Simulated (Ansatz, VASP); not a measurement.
**NaCl in VASP and in Ansatz**

The input INCAR:

```
SYSTEM = NaCl
  PREC = Accurate
  ENCUT = 520
  EDIFF = 1E-6
  ISMEAR = 0
  SIGMA = 0.02
  LREAL = .False.
  LASPH = .True.
  NELM = 60
  ALGO = Normal
  ISIF = 2
  LWAVE = .False.
  LCHARG = .False.
  GGA = CA
  NBANDS = 14
```

KPOINTS

```
Automatic mesh
0
Gamma
  8 8 8
  0 0 0
```

File POSCAR:

```
NaCl
1.0
    3.2950000000      0.0000000000      0.0000000000
    0.0000000000      3.2950000000      0.0000000000
    0.0000000000      0.0000000000      3.2950000000
Na Cl
1 1
Direct
    0.0000000000      0.0000000000      0.0000000000
    0.5000000000      0.5000000000      0.5000000000
```

Input for Ansatz:

```yaml
crystal:
  lattice:
    - [3.295, 0.0, 0.0]
    - [0.0, 3.295, 0.0]
    - [0.0, 0.0, 3.295]
  atoms:
    - { symbol: Na, position: [0.0, 0.0, 0.0] }
    - { symbol: Cl, position: [0.5, 0.5, 0.5] }
basis:
  ecutwfc: 420
kpoints:
  mp_grid: { grid: [8, 8, 8] }
hamiltonian:
  xc: lda
scf:
  occupations: { method: gaussian, width: 0.02 }
output:
  forces: true
  stress: true
  eigenvalues: true
```

Alike in both runs: task single point; functional LDA; k mesh 8 × 8 × 8; occupations gaussian, width 0.02 eV; no spin polarisation.

|  | VASP | Ansatz |
| --- | --- | --- |
| version | VASP 6.6.1 | Ansatz 0.2.0 |
| potentials or method | VASP PAW LDA potentials, release 64 (Na_pv, Cl), cutoff 520 eV | scalar-relativistic, plane waves, PAW |
| valence electrons in the cell | 14 | 16 |

VASP gave:

```
gap on the k mesh at the Fermi level (eV) : 4.29
least direct gap on the mesh (eV)         : 4.97
pressure (GPa)                            : 2.7
```

What did Ansatz give for the same quantities?

gap on the k mesh at the Fermi level (eV): 4.28; least direct gap on the mesh (eV): 4.96; pressure (GPa): 2.7.

LDA's correlation is that of Perdew and Zunger in VASP and of Perdew and Wang (1992) in Ansatz. VASP's potentials hold 14 valence electrons a cell and Ansatz's 16, so a difference there can come from the potentials and not from the codes.
